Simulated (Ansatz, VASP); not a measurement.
**TiAl in VASP and in Ansatz**

Contents of POSCAR:

```
TiAl
1.0
    3.0389922438      0.0000000000      0.0000000000
    0.0000000000      3.0389922438      0.0000000000
    0.0000000000      0.0000000000      3.0389922438
Ti Al
1 1
Direct
    0.5000000000      0.5000000000      0.5000000000
    0.0000000000      0.0000000000      0.0000000000
```

INCAR.step1

```
PREC = Accurate ; ENCUT = 520
ISMEAR = 0 ; SIGMA = 0.1
LREAL = False ; LASPH = True
NELM = 100 ; NBANDS = 14
GGA = PE ; ALGO = Normal
EDIFF = 1E-4 ; LWAVE = True
LCHARG = False
```

File INCAR.step2:

```
PREC = Accurate ; ENCUT = 520
EDIFF = 1E-6 ; ISMEAR = 0
SIGMA = 0.1 ; LREAL = False
LASPH = True ; NELM = 100
ALGO = Normal ; ISIF = 2
LWAVE = False ; LCHARG = False
METAGGA = R2SCAN ; LMIXTAU = True
NBANDS = 14 ; ISTART = 1
```

File KPOINTS:

```
regular mesh
0
Gamma
  14 14 14
```

Input for Ansatz:

```yaml
crystal:
  lattice:
    - [3.0389922438, 0.0, 0.0]
    - [0.0, 3.0389922438, 0.0]
    - [0.0, 0.0, 3.0389922438]
  atoms:
    - { symbol: Ti, position: [0.5, 0.5, 0.5] }
    - { symbol: Al, position: [0.0, 0.0, 0.0] }
basis:
  ecutwfc: 500
kpoints:
  mp_grid: { grid: [14, 14, 14] }
hamiltonian:
  xc: r2scan
scf:
  occupations: { method: gaussian, width: 0.1 }
output:
  forces: true
  stress: true
  eigenvalues: true
```

Alike in both runs: task single point; functional r2SCAN; k mesh 14 × 14 × 14; occupations gaussian, width 0.1 eV; no spin polarisation.

```csv
,VASP,Ansatz
version,VASP 6.6.1,Ansatz 0.2.0
potentials or method,"VASP PAW PBE potentials, release 64 (Ti_sv, Al), cutoff 520 eV","scalar-relativistic, plane waves, PAW"
valence electrons in the cell,15,15
```

VASP gave:

| Property | Result |
| --- | --- |
| gap on the k mesh at the Fermi level (eV) | none |
| pressure (GPa) | 19.9 |

Problem. What did Ansatz give for the same quantities?

Solution. gap on the k mesh at the Fermi level (eV): none; pressure (GPa): 19.7.

VASP's potentials were made for PBE, not for r2SCAN. A gap of «none» marks a metal or a gap that the smearing closes. The functional is the same, so the differences come from potentials, cutoffs and numerics.
